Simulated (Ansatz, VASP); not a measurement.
**One calculation of ZnF2, two programs**

```
Zn F
1.0
     4.70480    0.00000    0.00000
     0.00000    4.70480    0.00000
     0.00000    0.00000    3.13380
Zn F
2 4
Direct
  0.00000 0.00000 0.00000
  0.50000 0.50000 0.50000
  0.30240 0.30240 0.00000
  0.19760 0.80240 0.50000
  0.69760 0.69760 0.00000
  0.80240 0.19760 0.50000
```

Alike in both runs: functional PBE; k mesh 4 × 4 × 6; occupations fermi-dirac, width 0.02 eV; no spin polarisation.

Ansatz relaxed the structure, and its values are those at the end. VASP's run is a single point on that final structure, the one shown.

|  | VASP | Ansatz |
| --- | --- | --- |
| version | VASP 6.6.1 | Ansatz 0.2.0 |
| potentials or method | VASP PAW PBE potentials, release 64 (Zn, F) | plane-wave PAW, scalar-relativistic |
| plane-wave cutoff (eV) | 600 | 420 |
| valence electrons in the cell | 52 | 52 |

|  | VASP | Ansatz | Ansatz less VASP |
| --- | --- | --- | --- |
| gap on the k mesh at the Fermi level (eV) | 3.48 | 3.55 | +0.076 |
| pressure (GPa) | 6.5 | 5.9 | -0.62 |
| rms of the force components (eV/Å) | 0.006 | 0.009 | +0.0031 |

The functional is the same, so the differences come from potentials, cutoffs and numerics. Ansatz's warnings: stress scf threshold loose.
